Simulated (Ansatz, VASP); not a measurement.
Two plane-wave programs on ZnS

File INCAR:

```
PREC = Accurate
ENCUT = 520
EDIFF = 1E-6
ISMEAR = 0
SIGMA = 0.05
LREAL = F
LASPH = T
NELM = 100
ALGO = Normal
ISIF = 2
LWAVE = F
LCHARG = F
GGA = PE
NBANDS = 46
```

KPOINTS

```
regular mesh
0
Gamma
  8 8 3
```

File POSCAR:

```
ZnS
1.0
   -3.8109987816      0.0000000000      0.0000000000
   -1.9054993908     -3.3004217586      0.0000000000
    0.0000000000      0.0000000000     13.4680000000
Zn S
4 4
Direct
    0.3333333333      0.3333333333      0.8366464954
    0.3333333333      0.3333333333      0.3737715325
    0.6666666667      0.6666666667      0.1423340511
    0.6666666667      0.6666666667      0.6052090140
    0.3333333333      0.3333333333      0.0891034304
    0.3333333333      0.3333333333      0.5519783932
    0.6666666667      0.6666666667      0.3205409118
    0.6666666667      0.6666666667      0.7834158747
```

Input for Ansatz:

```yaml
crystal:
  lattice:
    - [-3.8109987816, 0.0, 0.0]
    - [-1.9054993908, -3.3004217586, 0.0]
    - [0.0, 0.0, 13.468]
  atoms:
    - { symbol: Zn, position: [0.3333333333, 0.3333333333, 0.8366464954] }
    - { symbol: Zn, position: [0.3333333333, 0.3333333333, 0.3737715325] }
    - { symbol: Zn, position: [0.6666666667, 0.6666666667, 0.1423340511] }
    - { symbol: Zn, position: [0.6666666667, 0.6666666667, 0.605209014] }
    - { symbol: S, position: [0.3333333333, 0.3333333333, 0.0891034304] }
    - { symbol: S, position: [0.3333333333, 0.3333333333, 0.5519783932] }
    - { symbol: S, position: [0.6666666667, 0.6666666667, 0.3205409118] }
    - { symbol: S, position: [0.6666666667, 0.6666666667, 0.7834158747] }
basis:
  ecutwfc: 420
kpoints:
  mp_grid: { grid: [8, 8, 3] }
hamiltonian:
  xc: pbe
scf:
  occupations: { method: gaussian, width: 0.05 }
output:
  forces: true
  stress: true
  eigenvalues: true
```

Alike in both runs: task single point; functional PBE; k mesh 8 × 8 × 3; occupations gaussian, width 0.05 eV; no spin polarisation.

|  | VASP | Ansatz |
| --- | --- | --- |
| version | VASP 6.6.1 | Ansatz 0.2.0 |
| potentials or method | VASP PAW PBE potentials, release 64 (Zn, S), cutoff 520 eV | scalar-relativistic, plane waves, PAW |
| valence electrons in the cell | 72 | 72 |

|  | VASP | Ansatz | Ansatz less VASP |
| --- | --- | --- | --- |
| gap on the k mesh at the Fermi level (eV) | 0.59 | 0.59 | +0.001 |
| least direct gap on the mesh (eV) | 0.59 | 0.59 | +0.001 |
| pressure (GPa) | 1.1 | 0.9 | -0.16 |
| traceless stress, the component that is largest in VASP (GPa) | -2.08 | -2.04 | +0.040 |
| rms of the force components (eV/Å) | 0.257 | 0.254 | -0.0032 |

Atom by atom the forces differ by 0.004 eV/Å (rms over components). The functional is the same, so the differences come from potentials, cutoffs and numerics.
